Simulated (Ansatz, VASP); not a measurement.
## CaB6 in VASP and in Ansatz

INCAR

```
ALGO     = Normal         # electronic algorithm
EDIFF    = 1E-7           # SCF threshold, eV
EDIFFG   = -0.005         # ionic threshold
ENCUT    = 600            # plane-wave cutoff, eV
GGA      = PE             # functional
IBRION   = 2              # ionic algorithm
ISIF     = 3              # what is computed and relaxed
ISMEAR   = 0              # smearing method
LASPH    = T              # aspherical terms in the spheres
LCHARG   = F              # write CHGCAR
LREAL    = F              # projectors in reciprocal space
LWAVE    = F              # write WAVECAR
NELM     = 100            # most SCF steps
NSW      = 100            # ionic steps
PREC     = Accurate       # precision mode
SIGMA    = 0.01           # smearing width, eV
```

Contents of KPOINTS:

```
k-points
0
Gamma
  8 8 8
```

POSCAR

```
CaB6
1.0
    4.1479659724      0.0000000000      0.0000000000
    0.0000000000      4.1479659724      0.0000000000
    0.0000000000      0.0000000000      4.1479659724
Ca B
1 6
Direct
    0.5000000000      0.5000000000      0.5000000000
    0.0000000000      0.0000000000      0.2982963379
    0.0000000000      0.0000000000      0.7017036621
    0.2982963379      0.0000000000      0.0000000000
    0.7017036621      0.0000000000      0.0000000000
    0.0000000000      0.2982963379      0.0000000000
    0.0000000000      0.7017036621      0.0000000000
```

Input for Ansatz:

```yaml
crystal:
  lattice:
    - [4.1479659724, 0.0, 0.0]
    - [0.0, 4.1479659724, 0.0]
    - [0.0, 0.0, 4.1479659724]
  atoms:
    - { symbol: Ca, position: [0.5, 0.5, 0.5] }
    - { symbol: B, position: [0.0, 0.0, 0.2982963379] }
    - { symbol: B, position: [0.0, 0.0, 0.7017036621] }
    - { symbol: B, position: [0.2982963379, 0.0, 0.0] }
    - { symbol: B, position: [0.7017036621, 0.0, 0.0] }
    - { symbol: B, position: [0.0, 0.2982963379, 0.0] }
    - { symbol: B, position: [0.0, 0.7017036621, 0.0] }
basis:
  ecutwfc: 420
kpoints:
  mp_grid: { grid: [8, 8, 8] }
hamiltonian:
  xc: pbe
scf:
  occupations: { method: gaussian, width: 0.01 }
output:
  forces: true
  stress: true
  eigenvalues: true
  write_density: true
  write_potential: true
  elf: true
  volumetric_format: npy
relax:
  adjacent_minimum: "off"
  f_tol: 0.005
  max_steps: 80
  cell: { stress_tol: 0.05 }
```

Alike in both runs: task relaxation of cell and atoms; functional PBE; k mesh 8 × 8 × 8; occupations gaussian, width 0.01 eV; no spin polarisation.

|  | VASP | Ansatz |
| --- | --- | --- |
| version | VASP 6.6.1 | Ansatz 0.2.0 |
| potentials or method | VASP PAW PBE potentials, release 64 (Ca_sv, B), cutoff 600 eV | scalar-relativistic, plane waves, PAW |
| valence electrons in the cell | 28 | 28 |

Ansatz gave:

- gap on the k mesh at the Fermi level, each at its own relaxed structure (eV): 0.07
- relaxed volume (Å³/atom): 10.19
- relaxed cell length with the largest relative difference (Å): 4.148

Question: Estimate VASP's values.

Answer: gap on the k mesh at the Fermi level, each at its own relaxed structure (eV): 0.07; relaxed volume (Å³/atom): 10.20; relaxed cell length with the largest relative difference (Å): 4.148.
